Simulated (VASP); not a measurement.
Wanted: the native input for a VASP 6.6.1 run.

| Item | Value |
| --- | --- |
| Task | single point |
| Functional | PBEsol |
| Potentials or basis | VASP PAW PBE potentials, release 64 (Mn_pv, Br) |
| Cutoff | 520 eV |
| k mesh | 6 × 6 × 6 |
| Occupations | gaussian, width 0.05 eV |
| Spin | collinear spin, ferromagnetic start |
| Starting moments | [3.99, 0.0, 0.0, 0.0] μB |
| Dipole correction | no |
| Further INCAR settings | ALGO = Normal; EDIFF = 1e-06; NBANDS = 29 |

The structure of MnBr3 lies in POSCAR:

```
MnBr3
1.0
    4.9248169049      0.0000000000      0.0000000000
    0.0000000000      4.9248169049      0.0000000000
    0.0000000000      0.0000000000      4.9248169049
Mn Br
1 3
Direct
    0.0000000000      0.0000000000      0.0000000000
    0.5000000000      0.0000000000      0.0000000000
    0.0000000000      0.0000000000      0.5000000000
    0.0000000000      0.5000000000      0.0000000000
```

These files were run (other wordings do the same):

INCAR

```
SYSTEM = MnBr3
PREC = Accurate
ENCUT = 520
EDIFF = 1E-6
ISMEAR = 0
SIGMA = 0.05
LREAL = .False.
LASPH = .True.
NELM = 150
ALGO = Normal
ISIF = 2
LWAVE = .False.
LCHARG = .False.
ISPIN = 2
MAGMOM = 3.99 0 0 0
LORBIT = 11
LMAXMIX = 4
GGA = PS
NBANDS = 29
```

KPOINTS

```
Automatic mesh
0
Gamma
  6 6 6
  0 0 0
```

Potentials or basis: VASP PAW PBE potentials, release 64 (Mn_pv, Br).

Launch:

```bash
$ cat potpaw_PBE.64/Mn_pv/POTCAR potpaw_PBE.64/Br/POTCAR > POTCAR
$ mpirun -np 1 vasp_std > vasp.out
```

Results of the run:

```json
{
 "Pressure": "1.7 GPa",
 "Net moment": "4.15 μB per cell",
 "Site moments": "Mn +3.69; Br +0.07 μB",
 "Valence electrons inside the program's atomic spheres": "Mn 11.44; Br 4.85"
}
```

Caveat: the PAW data sets were made with another functional, which shifts forces and pressure a little.

Run time: 5 min on 1 thread of Intel Xeon 8259CL, with other jobs on the host, peak memory 0.34 GiB.
